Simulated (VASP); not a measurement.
Input of a VASP 6.6.1 run:

INCAR

```
PREC     = Accurate       # precision mode
ENCUT    = 520            # plane-wave cutoff, eV
EDIFF    = 1E-6           # SCF threshold, eV
ISMEAR   = 0              # smearing method
SIGMA    = 0.1            # smearing width, eV
LREAL    = False          # projectors in reciprocal space
LASPH    = True           # aspherical terms in the spheres
NELM     = 80             # most SCF steps
ALGO     = Normal         # electronic algorithm
ISIF     = 2              # what is computed and relaxed
LWAVE    = False          # write WAVECAR
LCHARG   = False          # write CHGCAR
GGA      = PS             # functional
NBANDS   = 13             # bands
```

The input KPOINTS:

```
Automatic mesh
0
Gamma
  18 18 18
```

The input POSCAR:

```
Mo
1.0
   -1.5646440665      1.5646440665      1.5646440665
    1.5646440665     -1.5646440665      1.5646440665
    1.5646440665      1.5646440665     -1.5646440665
Mo
1
Direct
    0.0000000000      0.0000000000      0.0000000000
```

Potentials or basis: VASP PAW PBE potentials, release 64 (Mo_sv).

Run with:

```bash
$ cat potpaw_PBE.64/Mo_sv/POTCAR > POTCAR
$ mpirun -np 1 vasp_std > vasp.out
```

(1) Predict the band gap on the k mesh.

(2) Estimate the pressure.

## Answers

(1) zero (band 7 reaches 16.92 eV, above the bottom of band 8 at 11.38 eV).

(2) 0.6 GPa.

Caveat: the PAW data sets were made with another functional, which shifts forces and pressure a little.
